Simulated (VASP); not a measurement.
**SiC: single point with LDA**

SiC:

```
CELL_PARAMETERS angstrom
-3.07600 0.00000 0.00000
-1.53800 -2.66389 0.00000
0.00000 0.00000 11.59600
ATOMIC_POSITIONS crystal
Si 0.33333 0.33333 0.56918
Si 0.33333 0.33333 0.13386
Si 0.66667 0.66667 0.78685
Si 0.66667 0.66667 0.35152
C 0.33333 0.33333 0.73678
C 0.33333 0.33333 0.30146
C 0.66667 0.66667 0.08380
C 0.66667 0.66667 0.51912
```

This cell differs from its parent crystal: the distance across one plane changed.

```yaml
Program: VASP 6.6.1
Task: single point
Functional: LDA
Potentials_or_basis: VASP PAW LDA potentials, release 64 (Si, C)
Cutoff: 520 eV
k_mesh: 10 × 10 × 3
Occupations: gaussian, width 0.05 eV
Spin: no spin polarisation
```

| Quantity | Value |
| --- | --- |
| Pressure | -5.8 GPa |
| Largest force | 2.154 eV/Å |
| Band gap on the k mesh | 0.31 eV (least direct gap 0.88 eV) |

Forces in eV/Å, atoms in the order of the input:
```
Si   0.000  0.000 -0.006
Si   0.000  0.000 -2.154
Si   0.000  0.000  0.965
Si   0.000  0.000 -0.089
C    0.000  0.000  0.357
C    0.000  0.000  0.201
C    0.000  0.000  0.823
C    0.000  0.000 -0.097
```

Stress tensor (GPa, compression positive):
```
 -1.96   0.00   0.00
  0.00  -1.96   0.00
  0.00   0.00 -13.51
```

Levels at points of the mesh, in eV from the valence-band top:
```
           k point  band 13  band 14  band 15  band 16  band 17  band 18  band 19  band 20
(0.00, 0.00, 0.00)    -1.37    -0.55     0.00     0.00     0.88     3.78     4.73     5.41
(0.50, 0.00, 0.00)    -3.20    -2.91    -1.53    -0.86     0.31     1.69     2.49     3.17
```

Run time: 2.4 min on 1 thread of Intel Xeon 8259CL, with other jobs on the host, peak memory 0.21 GiB.

Caveat: the cell differs from its parent crystal (the distance across one plane changed); the stress differs along the axes, from -14 to -2 GPa; semilocal functionals underestimate gaps, and a narrow one can read as zero; forces of over 1 eV/Å act on the atoms, so gaps and moduli don't describe the material at rest. A k mesh can miss the band edges.
